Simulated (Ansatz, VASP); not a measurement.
# Ru2W in VASP and in Ansatz

INCAR

```
  PREC = Accurate
  ENCUT = 600
  EDIFF = 1E-7
  ISMEAR = 0
  SIGMA = 0.1
  LREAL = False
  LASPH = True
  NELM = 80
  ALGO = Normal
  ISIF = 3
  LWAVE = False
  LCHARG = False
  GGA = PE
  IBRION = 2
  NSW = 90
  EDIFFG = -0.04
```

KPOINTS

```
Automatic mesh
0
Gamma
  6 6 6
```

The input POSCAR:

```
Ru2W
1.0
    4.3106191286      0.0000000000      0.0000000000
   -2.1553095643      3.7331056714      0.0000000000
    0.0000000000      0.0000000000      2.7520276596
Ru W
2 1
Direct
    0.3333333333      0.6666666667      0.5000000000
    0.6666666667      0.3333333333      0.5000000000
    0.0000000000      0.0000000000      0.0000000000
```

Input for Ansatz:

```yaml
crystal:
  lattice:
    - [4.3106191286, 0.0, 0.0]
    - [-2.1553095643, 3.7331056714, 0.0]
    - [0.0, 0.0, 2.7520276596]
  atoms:
    - { symbol: Ru, position: [0.3333333333, 0.6666666667, 0.5] }
    - { symbol: Ru, position: [0.6666666667, 0.3333333333, 0.5] }
    - { symbol: W, position: [0.0, 0.0, 0.0] }
basis:
  ecutwfc: 420
kpoints:
  mp_grid: { grid: [6, 6, 6] }
hamiltonian:
  xc: pbe
scf:
  occupations: { method: gaussian, width: 0.1 }
  lower_state_search: "off"
output:
  forces: true
  stress: true
  eigenvalues: true
relax:
  adjacent_minimum: "off"
  f_tol: 0.04
  max_steps: 70
  cell: { stress_tol: 0.4 }
```

Alike in both runs: task relaxation of cell and atoms; functional PBE; k mesh 6 × 6 × 6; occupations gaussian, width 0.1 eV; no spin polarisation.

|  | VASP | Ansatz |
| --- | --- | --- |
| version | VASP 6.6.1 | Ansatz 0.2.0 |
| potentials or method | VASP PAW PBE potentials, release 64 (Ru_pv, W_sv), cutoff 600 eV | scalar-relativistic, plane waves, PAW |
| valence electrons in the cell | 42 | 46 |

|  | VASP | Ansatz | Ansatz less VASP |
| --- | --- | --- | --- |
| gap on the k mesh at the Fermi level, each at its own relaxed structure (eV) | none | none | - |
| relaxed volume (Å³/atom) | 14.79 | 14.77 | -0.019 |
| relaxed length of the cell vector where the two differ most in proportion (Å) | 2.743 | 2.741 | -0.0017 |

A gap of «none» marks a metal or a gap that the smearing closes. VASP's potentials hold 42 valence electrons a cell and Ansatz's 46, so a difference there can come from the potentials and not from the codes.

The k mesh is coarse, so the values compare programs but aren't converged. Neither program's run includes spin-orbit coupling.
